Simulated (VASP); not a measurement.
Co, 2 atoms in the cell. The structure is hexagonal, space group P6_3/mmc (No. 194). Conventional cell: a = 2.507 Å, b = 2.507 Å, c = 4.070 Å, α = 90.00°, β = 90.00°, γ = 120.00°. Co (site symmetry -6m2) has 12 Co at 2.50 to 2.51 Å within 3.3 Å. 

```yaml
Program: VASP 6.6.1
Task: relaxation of cell and atoms
Functional: LDA
Potentials_or_basis: VASP PAW LDA potentials, release 64 (Co)
Cutoff: 600 eV
k_mesh: 21 × 21 × 12
Occupations: methfessel-paxton, width 0.1 eV
Spin: collinear spin, ferromagnetic start
Starting_moments: "[1.7, 1.7] μB"
Dipole_correction: no
Further_INCAR_settings: ALGO = Normal; EDIFF = 1e-07; IBRION = 2; EDIFFG = -0.01; NSW = 80; ISIF = 3
```

Potentials or basis: VASP PAW LDA potentials, release 64 (Co).

Command:

```console
$ cat potpaw_LDA.64/Co/POTCAR > POTCAR
$ mpirun -np 1 vasp_std > vasp.out
```

Hardware: 1 thread of Oxide Virtual Turin-like Processor, on a shared host.

Estimate the wall time of this run.

Run time: 30 min on 1 thread of Oxide Virtual Turin-like Processor, with other jobs on the host, peak memory 0.29 GiB. Counts: scf iterations 78, k points 336, ion steps 9.
